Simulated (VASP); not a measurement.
A run of VASP 6.6.1 is set up as follows.

The input INCAR:

```
SYSTEM = AlCl
  PREC = Accurate
  ENCUT = 600
  EDIFF = 1E-6
  ISMEAR = 0
  SIGMA = 0.1
  LREAL = .False.
  LASPH = .True.
  NELM = 100
  ALGO = Normal
  ISIF = 3
  LWAVE = .False.
  LCHARG = .False.
  GGA = PE
  IBRION = 2
  NSW = 100
  EDIFFG = -0.01
```

Contents of KPOINTS:

```
Automatic mesh
0
Gamma
  14 12 6
  0 0 0
```

The input POSCAR:

```
AlCl
1.0
    3.4467760379      0.0000000000      0.0000000000
    0.0000000000      3.6538425867      0.0000000000
    0.0000000000      0.0000000000      8.7642936196
Al Cl
2 2
Direct
    0.0000000000      0.0000000000      0.4284261225
    0.5000000000      0.5000000000      0.5715738775
    0.0000000000      0.0000000000      0.1894785857
    0.5000000000      0.5000000000      0.8105214143
```

Potentials or basis: VASP PAW PBE potentials, release 64 (Al, Cl).

Launch:

```bash
$ cat potpaw_PBE.64/Al/POTCAR potpaw_PBE.64/Cl/POTCAR > POTCAR
$ mpirun -np 1 vasp_std > vasp.out
```

Task: Estimate the band gap on the k mesh.

Result: Zero (bands 10 and 11 overlap by 2.74 eV).

Task: What does it give for the relaxed cell?

Result: a = 3.556 Å, b = 3.510 Å, c = 8.942 Å, α = 90.00°, β = 90.00°, γ = 90.00°.

Forces in eV/Å, atoms in the order of the input:
```
Al   0.000  0.000  0.007
Al   0.000  0.000 -0.007
Cl   0.000  0.000  0.005
Cl   0.000  0.000 -0.005
```
